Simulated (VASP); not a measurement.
Runs of VASP 6.6.1 on SnO2. The structure is that of space group R-3m (No. 166), or close to it. The cells are those of the table. 

```tsv
cell	gap on the mesh (eV)	pressure (GPa)	largest force (eV/Å)
a = 4.749 Å, angles 37.5°, 3 atoms	2.89	27.9	1.40
a = 4.772 Å, angles 38.6°, 3 atoms	(d)	8.2	0.43
a = 5.037 Å, angles 39.1°, 3 atoms	0.89	-17.0	1.22
a = 4.968 Å, angles 35.8°, 3 atoms	2.80	(a)	(b)
a = 4.676 Å, angles 40.2°, 3 atoms	1.79	3.7	0.40
a = 4.556 Å, angles 40.5°, 3 atoms	2.18	15.9	1.17
a = 4.858 Å, angles 36.6°, 3 atoms	2.84	23.1	0.96
a = 4.423 Å, angles 40.3°, 3 atoms	3.08	(c)	2.76
a = 4.448 Å, angles 41.6°, 3 atoms	2.22	20.5	1.55
a = 4.652 Å, angles 39.0°, 3 atoms	2.54	21.6	1.28
a = 4.640 Å, angles 38.4°, 3 atoms	2.95	33.2	1.85
a = 4.436 Å, angles 41.0°, 3 atoms	2.64	32.1	2.10
```

Alike in all rows: task single point; level PBEsol; potentials or basis VASP PAW PBE potentials, release 64 (Sn_d, O); no spin polarisation; k mesh 12 × 12 × 12; cutoff (eV) 520; smearing gaussian 0.05 eV.

Question: Fill in the values left out.

Answer: (a) 18.8; (b) 0.53; (c) 45.8; (d) 2.14.

Caveats: the PAW data sets were made with another functional, which shifts forces and pressure a little; spin-orbit coupling is left out, which moves the levels of the heavy elements.

A k mesh can miss the band edges, and the runs leave out spin-orbit coupling on Sn.
